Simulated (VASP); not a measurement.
Wanted: the native input for a VASP 6.6.1 run.

```yaml
Task: single point
Functional: PBEsol
Potentials_or_basis: VASP PAW PBE potentials, release 64 (Au)
Cutoff: 500 eV
k_mesh: 7 × 7 × 7
Occupations: gaussian, width 0.1 eV
Spin: no spin polarisation
Dipole_correction: no
Further_INCAR_settings: ALGO = Normal; EDIFF = 1e-06; NBANDS = 18
```

The structure of Au lies in POSCAR:

```
Au
1.0
    0.0000000000      3.0132132360      3.0132132360
    3.0132132360      0.0000000000      3.0132132360
    3.0132132360      3.0132132360      0.0000000000
Au
2
Direct
    0.0000000000      0.0000000000      0.0000000000
    0.2500000000      0.2500000000      0.2500000000
```

The input as run:

INCAR

```
SYSTEM = Au
  ALGO = Normal
  EDIFF = 1E-6
  ENCUT = 500
  GGA = PS
  GGA_COMPAT = .False.
  ISIF = 2
  ISMEAR = 0
  LASPH = .True.
  LCHARG = .False.
  LREAL = .False.
  LWAVE = .False.
  NBANDS = 18
  NELM = 120
  PREC = Accurate
  SIGMA = 0.1
```

KPOINTS

```
k-points
0
Gamma
  7 7 7
  0 0 0
```

Potentials or basis: VASP PAW PBE potentials, release 64 (Au).

The run is started by

```sh
$ cat potpaw_PBE.64/Au/POTCAR > POTCAR
$ mpirun -np 1 vasp_std > vasp.out
```

Results of the run:

| Property | Result |
| --- | --- |
| Pressure | -0.1 GPa |
| Band gap on the k mesh | zero (band 11 reaches 3.49 eV, above the bottom of band 12 at 3.10 eV) |

Caveat: the PAW data sets were made with another functional, which shifts forces and pressure a little; spin-orbit coupling is left out, which moves the levels of the heavy elements.

Run time: 33 s on 1 thread of Intel Xeon 8259CL, on a shared host, peak memory 0.17 GiB.
